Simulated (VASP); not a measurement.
# In: single point with PBEsol

In:

```
In
1.0
    -1.86050    1.86050    1.86050
     1.86050   -1.86050    1.86050
     1.86050    1.86050   -1.86050
In
1
Direct
  0.00000 0.00000 0.00000
```

```
Program                : VASP 6.6.1
Task                   : single point
Functional             : PBEsol
Potentials or basis    : VASP PAW PBE potentials, release 64 (In_d)
Cutoff                 : 520 eV
k mesh                 : 10 × 10 × 10
Occupations            : fermi-dirac, width 0.05 eV
Spin                   : no spin polarisation
Dipole correction      : no
Further INCAR settings : ALGO = Fast; EDIFF = 1e-06; NBANDS = 12
```

```
Pressure : 0.0 GPa
```

Levels at points of the mesh, in eV from the Fermi level:
```csv
k point,band 4,band 5,band 6,band 7,band 8,band 9
"(0.00, 0.00, 0.00)",-14.24,-14.24,-9.59,11.34,11.34,11.34
"(0.50, 0.00, 0.00)",-14.25,-14.06,-3.86,-3.19,6.05,7.45
"(0.50, 0.50, 0.50)",-14.11,-14.11,1.19,1.32,1.32,1.32
```

Run time: 6.9 s on 1 thread of Intel(R) Xeon(R) Platinum 8375C CPU @ 2.90GHz (Ice Lake) (shared host), peak memory 0.14 GiB.

Caveat: the PAW data sets were made with another functional, which shifts forces and pressure a little; spin-orbit coupling is left out, which moves the levels of the heavy elements.
